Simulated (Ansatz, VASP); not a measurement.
One calculation of CaMg, two programs

INCAR

```
SYSTEM = CaMg
PREC     = Accurate       ! precision mode
ENCUT    = 520            ! plane-wave cutoff, eV
EDIFF    = 1E-6           ! SCF threshold, eV
ISMEAR   = 0              ! smearing method
SIGMA    = 0.15           ! smearing width, eV
LREAL    = .FALSE.        ! projectors in reciprocal space
LASPH    = .TRUE.         ! aspherical terms in the spheres
NELM     = 60             ! most SCF steps
ALGO     = Fast           ! electronic algorithm
ISIF     = 2              ! what is computed and relaxed
LWAVE    = .FALSE.        ! write WAVECAR
LCHARG   = .FALSE.        ! write CHGCAR
NBANDS   = 13             ! bands
```

KPOINTS

```
regular mesh
0
G
  12 12 12
  0 0 0
```

The input POSCAR:

```
CaMg
1.0
    3.9661380000      0.0000000000      0.0000000000
    0.0000000000      3.9661380000      0.0000000000
    0.0000000000      0.0000000000      3.9661380000
Ca Mg
1 1
Direct
    0.0000000000      0.0000000000      0.0000000000
    0.5000000000      0.5000000000      0.5000000000
```

Input for Ansatz:

```yaml
crystal:
  lattice:
    - [3.966138, 0.0, 0.0]
    - [0.0, 3.966138, 0.0]
    - [0.0, 0.0, 3.966138]
  atoms:
    - { symbol: Ca, position: [0.0, 0.0, 0.0] }
    - { symbol: Mg, position: [0.5, 0.5, 0.5] }
basis:
  ecutwfc: 420
kpoints:
  mp_grid: { grid: [12, 12, 12] }
hamiltonian:
  xc: lda
scf:
  occupations: { method: gaussian, width: 0.15 }
output:
  forces: true
  stress: true
  eigenvalues: true
```

Alike in both runs: task single point; functional LDA; k mesh 12 × 12 × 12; occupations gaussian, width 0.15 eV; no spin polarisation.

|  | VASP | Ansatz |
| --- | --- | --- |
| version | VASP 6.6.1 | Ansatz 0.2.0 |
| potentials or method | VASP PAW LDA potentials, release 64 (Ca_sv, Mg), cutoff 520 eV | scalar-relativistic, plane waves, PAW |
| valence electrons in the cell | 12 | 20 |

|  | VASP | Ansatz | Ansatz less VASP |
| --- | --- | --- | --- |
| gap on the k mesh at the Fermi level (eV) | none | none | - |
| pressure (GPa) | -2.2 | -2.0 | +0.15 |

LDA's correlation is that of Perdew and Zunger in VASP and of Perdew and Wang (1992) in Ansatz. A gap of «none» marks a metal or a gap that the smearing closes. VASP's potentials hold 12 valence electrons a cell and Ansatz's 20, so a difference there can come from the potentials and not from the codes.
